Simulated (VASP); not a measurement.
# CuPt (R-3m) in VASP: relaxation of cell and atoms with LDA

Aim: the relaxation of cell and atoms of CuPt with LDA.

Everything below comes from runs of VASP 6.6.1. Logs are shortened: lines on timing, memory, paths and dates and some standing lists are left out, and cuts for length are marked.

## (1) The cell of the first run

The structure is trigonal, space group R-3m (No. 166). Conventional cell: a = 2.740 Å, b = 2.740 Å, c = 12.930 Å, α = 90.00°, β = 90.00°, γ = 120.00°. Within 3.5 Å of Cu (site symmetry -3m) lie 6 Pt at 2.67 Å and 6 Cu at 2.74 Å. Within 3.5 Å of Pt (site symmetry -3m) lie 6 Cu at 2.67 Å and 6 Pt at 2.74 Å.

## (2) Relaxation of cell and atoms, LDA

Contents of INCAR:

```
SYSTEM = CuPt
ALGO = Normal
EDIFF = 1E-7
EDIFFG = -0.005
ENCUT = 600
GGA = CA
IBRION = 2
ISIF = 3
ISMEAR = 0
LASPH = .True.
LCHARG = .False.
LREAL = .False.
LWAVE = .False.
NELM = 100
NSW = 70
PREC = Accurate
SIGMA = 0.1
```

Contents of KPOINTS:

```
k-points
0
Gamma
  18 18 18
  0 0 0
```

Contents of POSCAR:

```
CuPt
1.0
    1.3700876880      0.7910204955      4.3101251698
   -1.3700876880      0.7910204955      4.3101251698
    0.0000000000     -1.5820409910      4.3101251698
Cu Pt
1 1
Direct
    0.0000000000      0.0000000000      0.0000000000
    0.5000000000      0.5000000000      0.5000000000
```

Potentials or basis: VASP PAW LDA potentials, release 64 (Cu, Pt).

The run is started by

```bash
cat potpaw_LDA.64/Cu/POTCAR potpaw_LDA.64/Pt/POTCAR > POTCAR
mpirun -np 1 vasp_std > vasp.out
```

OUTCAR:

```text
SYSTEM = CuPt
   EDIFF = 1E-7
   EDIFFG = -0.005
   ENCUT = 600
   GGA = CA
   IBRION = 2
   ISIF = 3
   ISMEAR = 0
   LASPH = .True.
   LREAL = .False.
   NELM = 100
   NSW = 70
   PREC = Accurate

 ion  position               nearest neighbor table
   1  0.000  0.000  0.000-   2 2.67   2 2.67   2 2.67   2 2.67   2 2.67   2 2.67
   2  0.500  0.500  0.500-   1 2.67   1 2.67   1 2.67   1 2.67   1 2.67   1 2.67

  LATTYP: Found a trigonal (rhomboedric) cell.
 ALAT       =     4.5912996718
 COS(alpha) =     0.8219034760

  Lattice vectors:

 A1 = (   1.3700876880,   0.7910204955,   4.3101251698)
 A2 = (  -1.3700876880,   0.7910204955,   4.3101251698)
 A3 = (   0.0000000000,  -1.5820409910,   4.3101251698)

Analysis of symmetry for initial positions (statically):
=====================================================================
 Subroutine PRICEL returns:
 Original cell was already a primitive cell.

 Routine SETGRP: Setting up the symmetry group for a
 trigonal (rhombohedral) supercell.

 Subroutine GETGRP returns: Found 12 space group operations
 (whereof 12 operations were pure point group operations)
 out of a pool of 12 trial point group operations.

The static configuration has the point symmetry D_3d.

Analysis of symmetry for dynamics (positions and initial velocities):
=====================================================================
 Subroutine PRICEL returns:
 Original cell was already a primitive cell.

 Routine SETGRP: Setting up the symmetry group for a
 trigonal (rhombohedral) supercell.

 Subroutine GETGRP returns: Found 12 space group operations
 (whereof 12 operations were pure point group operations)
 out of a pool of 12 trial point group operations.

The dynamic configuration has the point symmetry D_3d.

 Subroutine INISYM returns: Found 12 space group operations
 (whereof 12 operations are pure point group operations),
 and found     1 'primitive' translations

----------------------------------------------------------------------------------------

                                     Primitive cell

  volume of cell :      28.0270

  direct lattice vectors                    reciprocal lattice vectors
     1.370087688  0.791020495  4.310125170     0.364940145  0.210698291  0.077337274
    -1.370087688  0.791020495  4.310125170    -0.364940145  0.210698291  0.077337274
     0.000000000 -1.582040991  4.310125170     0.000000000 -0.421396582  0.077337274

  length of vectors
     4.591299672  4.591299672  4.591299672     0.428434515  0.428434515  0.428434515

  position of ions in fractional coordinates (direct lattice)
     0.000000000  0.000000000  0.000000000
     0.500000000  0.500000000  0.500000000

  ion indices of the primitive-cell ions
   primitive index   ion index
                 1           1
                 2           2

----------------------------------------------------------------------------------------

 KPOINTS: k-points

Automatic generation of k-mesh.
 Grid dimensions read from file:
 generate k-points for:   18   18   18

 Generating k-lattice:

  Cartesian coordinates                     Fractional coordinates (reciprocal lattice)
     0.020274453  0.011705461  0.004296515     0.055555556  0.000000000 -0.000000000
    -0.020274453  0.011705461  0.004296515     0.000000000  0.055555556 -0.000000000
     0.000000000 -0.023410921  0.004296515    -0.000000000 -0.000000000  0.055555556

  Length of vectors
     0.023801917  0.023801917  0.023801917

  Shift w.r.t. Gamma in fractional coordinates (k-lattice)
     0.000000000  0.000000000  0.000000000

 Subroutine IBZKPT returns following result:
 ===========================================

 Found    580 irreducible k-points:

 Following reciprocal coordinates:
            Coordinates               Weight
  0.000000  0.000000  0.000000      1.000000
  0.055556  0.000000 -0.000000      6.000000
  0.111111  0.000000 -0.000000      6.000000
  0.166667 -0.000000 -0.000000      6.000000
  0.222222  0.000000 -0.000000      6.000000
  0.277778 -0.000000 -0.000000      6.000000
[... 16 lines left out ...]
 -0.277778  0.055556  0.000000     12.000000
 -0.222222  0.055556  0.000000     12.000000
 [... further k-points ...]
   k-points           NKPTS =    580   k-points in BZ     NKDIM =    580   number of bands    NBANDS=     14
   number of dos      NEDOS =    301   number of ions     NIONS =      2
   total plane-waves  NPLWV =  64000
   dimension x,y,z NGX =    40 NGY =   40 NGZ =   40
   dimension x,y,z NGXF=    80 NGYF=   80 NGZF=   80
   ions per type =               1   1
   NGX,Y,Z   is equivalent  to a cutoff of  14.48, 14.48, 14.48 a.u.
   NGXF,Y,Z  is equivalent  to a cutoff of  28.97, 28.97, 28.97 a.u.
 SYSTEM =  CuPt
   PREC   = accura    normal or accurate (medium, high low for compatibility)
   ISTART =      0    job   : 0-new  1-cont  2-samecut
   ICHARG =      2    charge: 1-file 2-atom 10-const
   ISPIN  =      1    spin polarized calculation?
   LNONCOLLINEAR =      F non collinear calculations
   LSORBIT =      F    spin-orbit coupling
   LASPH  =      T    aspherical Exc in radial PAW
   ENCUT  =  600.0 eV  44.10 Ry    6.64 a.u.   9.17  9.17  9.17*2*pi/ulx,y,z
   NELM   =    100;   NELMIN=  2; NELMDL= -5     # of ELM steps
   EDIFF  = 0.1E-06   stopping-criterion for ELM
   LREAL  =      F    real-space projection
   EDIFFG = -.5E-02   stopping-criterion for IOM
   NSW    =     70    number of steps for IOM
   IBRION =      2    ionic relax: 0-MD 1-quasi-New 2-CG
   NFREE  =      1    steps in history (QN), initial steepest desc. (CG)
   ISIF   =      3    stress and relaxation
   ISYM   =      2    0-nonsym 1-usesym 2-fastsym
   POTIM  = 0.5000    time-step for ionic-motion
   TEBEG  =    0.0;   TEEND  =   0.0 temperature during run
   PSTRESS=    0.0 pullay stress
   NELECT =      21.0000    total number of electrons
   NUPDOWN=      -1.0000    fix difference up-down
   EMIN   =  10.00;   EMAX   =-10.00  energy-range for DOS
   EFERMI =   0.00;   METHOD = LEGACY
   ISMEAR =     0;   SIGMA  =   0.10  broadening in eV -4-tet -1-fermi 0-gaus
   EFERMI_NEDOS =   21; number of points for ismear=-14 and -15
   IALGO  =     38    algorithm
   IMIX   =      4    mixing-type and parameters
     AMIX     =   0.40;   BMIX     =  1.00
     AMIX_MAG =   1.60;   BMIX_MAG =  1.00
  volume/ion in A,a.u.               =      14.01        94.57
  Fermi-wavevector in a.u.,A,eV,Ry     =   1.486924  2.809879 30.081717  2.210944
  Thomas-Fermi vector in A             =   2.600150
   LORBIT       =      0    0 simple, 1 ext, 2 COOP (PROOUT), +10 PAW based schemes
   GGA     = CA    functional components
   LHFCALC =     F    Hartree Fock is set to
   AEXX    =    0.0000 exact exchange contribution
   IVDW    =     0    specifies the selected vdW correction
   LEPSILON=     F    determine dielectric tensor
   LRPA    =     F    only Hartree local field effects (RPA)
 conjugate gradient relaxation of ions
 non-spin polarized calculation
 Gauss-broadening in eV      SIGMA  =   0.10
  energy-cutoff  :      600.00
  volume of cell :       28.03
 maximum number of plane-waves:       961
 NGX is ok and might be reduce to    40
   NGX = 19   NGY = 19   NGZ = 19

--------------------------------------- Ionic step        1  -------------------------------------------

 number of electron      21.0000001 magnetization

 Free energy of the ion-electron system (eV)
  ---------------------------------------------------
  ext. energy  EPLUGINS =         0.00000000
  ---------------------------------------------------
  free energy    TOTEN  =       -12.42810784 eV

  energy without entropy =      -12.42088145  energy(sigma->0) =      -12.42449465

------------------------ aborting loop because EDIFF is reached ----------------------------------------

  FORCE on cell =-STRESS in cart. coord.  units (eV):
  Direction    XX          YY          ZZ          XY          YZ          ZX
  --------------------------------------------------------------------------------------
  -------------------------------------------------------------------------------------
  Total       -2.3624827     -2.3624827     -2.4287017      0.0000000     -0.0000000      0.0000000
  in kB     -135.0523024   -135.0523024   -138.8377343      0.0000000     -0.0000000      0.0000000
  external PRESSURE =    -136.3141130 kB  Pullay stress =       0.0000000 kB
[... 21 lines left out ...]
  energy  without entropy=      -12.4208814541  energy(sigma->0) =      -12.42449465

--------------------------------------- Ionic step        2  -------------------------------------------

 number of electron      20.9999999 magnetization

 E-fermi :  11.7819     XC(G=0): -14.2151

 val. band max:       11.7816282034   @ k =  -0.3333   0.0556   0.0556
 cond. band min:      11.7818929613   @ k =   0.3889   0.3889  -0.0000
 fundamental gap:      0.0002647579
 Fermi energy:        11.7818830143

 k-point     1 :       0.0000    0.0000    0.0000
  band No.  band energies     occupation
      1       0.5466      2.00000
      2       4.1102      2.00000
      3       7.1268      2.00000
      4       7.1268      2.00000
      5       8.2794      2.00000
      6       8.2794      2.00000
      7       8.4518      2.00000
      8       9.5751      2.00000
      9       9.5751      2.00000
     10      11.1255      2.00000
     11      11.4003      2.00000
     12      11.4003      2.00000
     13      18.6571      0.00000
     14      26.9019      0.00000
[... 640 lines left out ...]
  energy  without entropy=      -12.5036400548  energy(sigma->0) =      -12.50705438

--------------------------------------- Ionic step        9  -------------------------------------------

 number of electron      21.0000000 magnetization

 Free energy of the ion-electron system (eV)
  ---------------------------------------------------
  ext. energy  EPLUGINS =         0.00000000
  ---------------------------------------------------
  free energy    TOTEN  =       -12.51051327 eV

  energy without entropy =      -12.50368759  energy(sigma->0) =      -12.50710043

 E-fermi :   9.7486     XC(G=0): -13.5500

 val. band max:        9.7453825190   @ k =   0.3889   0.2778  -0.0000
 cond. band min:       9.7490215098   @ k =  -0.4444  -0.4444   0.0556
 fundamental gap:      0.0036389908
 Fermi energy:         9.7485636151

 k-point     1 :       0.0000    0.0000    0.0000
  band No.  band energies     occupation
      1      -0.2936      2.00000
      2       3.1967      2.00000
      3       5.8287      2.00000
      4       5.8287      2.00000
      5       6.7760      2.00000
      6       6.7760      2.00000
      7       6.9694      2.00000
      8       7.8842      2.00000
      9       7.8842      2.00000
     10       9.4040      2.00000
     11       9.4040      2.00000
     12       9.5447      1.99607
     13      15.8909      0.00000
     14      25.0944      0.00000
[... 420 lines left out ...]
  FREE ENERGIE OF THE ION-ELECTRON SYSTEM (eV)
  ---------------------------------------------------
  free  energy   TOTEN  =       -12.5105132692 eV

  energy  without entropy=      -12.5036875915  energy(sigma->0) =      -12.50710043

 reached required accuracy - stopping structural energy minimisation
```

Wall time 52 min (1 thread of AMD EPYC 9R45 (Zen 5), shared host); peak memory 0.47 GiB.

Results:

```
Free energy                            : -12.5105 eV
Relaxed volume                         : 13.12 Å³/atom
Relaxed cell                           : a = 4.474 Å, b = 4.474 Å, c = 4.474 Å, α = 34.95°, β = 34.95°, γ = 34.95°
Space group after relaxing (to 0.05 Å) : R-3m (No. 166)
Energy gained by relaxing              : 41.2 meV/atom
Ionic steps                            : 9
Pressure after relaxing                : 0.0 GPa
```

Step by step:
| step | energy change (eV) | largest force (eV/Å) | pressure (GPa) | volume (Å³) |
| --- | --- | --- | --- | --- |
| 1 | 0.0000 | 0.0000 | -13.63 | 28.03 |
| 2 | 0.2017 | 0.0000 | 36.72 | 23.46 |
| 3 | -0.0818 | 0.0000 | -0.52 | 26.29 |
| 4 | -0.0819 | 0.0000 | -0.09 | 26.25 |
| 5 | -0.0819 | 0.0000 | 0.23 | 26.21 |
| 6 | -0.0824 | 0.0000 | 0.21 | 26.21 |
| 7 | -0.0824 | 0.0000 | 0.22 | 26.20 |
| 8 | -0.0824 | 0.0000 | -0.38 | 26.27 |
| 9 | -0.0824 | 0.0000 | 0.00 | 26.23 |

Final structure:
```yaml
crystal:
  lattice:
    - [1.34333, 0.77557, 4.19612]
    - [-1.34333, 0.77557, 4.19612]
    - [0.00000, -1.55114, 4.19612]
  atoms:
    - { symbol: Cu, position: [0.00000, 0.00000, 0.00000] }
    - { symbol: Pt, position: [0.50000, 0.50000, 0.50000] }
```

Caveat: spin-orbit coupling is left out, which moves the levels of the heavy elements.
